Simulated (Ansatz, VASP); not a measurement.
# One calculation of Ru, two programs

```
CELL_PARAMETERS angstrom
2.72074 0.00000 0.00000
-1.36037 2.35623 0.00000
0.00000 0.00000 24.59210
ATOMIC_POSITIONS crystal
Ru 0.00000 0.00000 0.32802
Ru 0.33333 0.66667 0.41203
Ru 0.00000 0.00000 0.50000
Ru 0.33333 0.66667 0.58797
Ru 0.00000 0.00000 0.67198
```

Alike in both runs: functional PBE; k mesh 14 × 14 × 1; occupations fermi-dirac, width 0.08 eV; no spin polarisation.

Ansatz relaxed the structure, and its values are those at the end. VASP's run is a single point on that final structure, the one shown.

```csv
,VASP,Ansatz
version,VASP 6.6.1,Ansatz 0.2.0
potentials or method,"VASP PAW PBE potentials, release 64 (Ru_pv), cutoff 400 eV","all-electron LAPW, scalar-relativistic"
```

```csv
,VASP,Ansatz,Ansatz less VASP
rms of the force components (eV/Å),0.007,0.002,-0.0049
```

Ansatz ran all-electron here, and VASP with PAW potentials.
